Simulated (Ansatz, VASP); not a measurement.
**Two plane-wave programs on Ba**

INCAR

```
PREC = Accurate
ENCUT = 520
EDIFF = 1E-7
ISMEAR = -1
SIGMA = 0.1
LREAL = False
LASPH = True
NELM = 80
ALGO = Normal
ISIF = 2
LWAVE = False
LCHARG = False
GGA = RP
NBANDS = 17
```

File KPOINTS:

```
regular mesh
0
Gamma
  6 6 6
```

POSCAR

```
Ba
1.0
    0.0000000000      5.2146939669      5.2146939669
    5.2146939669      0.0000000000      5.2146939669
    5.2146939669      5.2146939669      0.0000000000
Ba
2
Direct
    0.1250000000      0.1250000000      0.1250000000
    0.8750000000      0.8750000000      0.8750000000
```

Input for Ansatz:

```yaml
crystal:
  lattice:
    - [0.0, 5.2146939669, 5.2146939669]
    - [5.2146939669, 0.0, 5.2146939669]
    - [5.2146939669, 5.2146939669, 0.0]
  atoms:
    - { symbol: Ba, position: [0.125, 0.125, 0.125] }
    - { symbol: Ba, position: [0.875, 0.875, 0.875] }
hamiltonian:
  xc: rpbe
  pseudopotentials:
    kind: paw
    azcp:
      Ba: "pseudopotentials/Ba.paw.azcp"
basis:
  ecutwfc: 420
  fft_grid_basis: typed
kpoints:
  mp_grid: { grid: [6, 6, 6], shift: [0, 0, 0] }
magnetization:
  spin_polarized: false
scf:
  occupations: { method: fermi_dirac, width: 0.1 }
  lower_state_search: "off"
output:
  stress: true
  write_density: true
  write_potential: true
  elf: true
  volumetric_format: npy
```

Alike in both runs: task single point; functional RPBE; k mesh 6 × 6 × 6; occupations fermi-dirac, width 0.1 eV; no spin polarisation.

|  | VASP | Ansatz |
| --- | --- | --- |
| version | VASP 6.6.1 | Ansatz 0.2.0 |
| potentials or method | VASP PAW PBE potentials, release 64 (Ba_sv), cutoff 520 eV | plane waves (420 eV) with PAW, scalar-relativistic |
| valence electrons in the cell | 20 | 20 |

```tsv
	VASP	Ansatz	Ansatz less VASP
pressure (GPa)	0.0	0.0	-0.01
```

VASP's potentials were made for PBE, not for RPBE.

Spin-orbit coupling is off throughout.
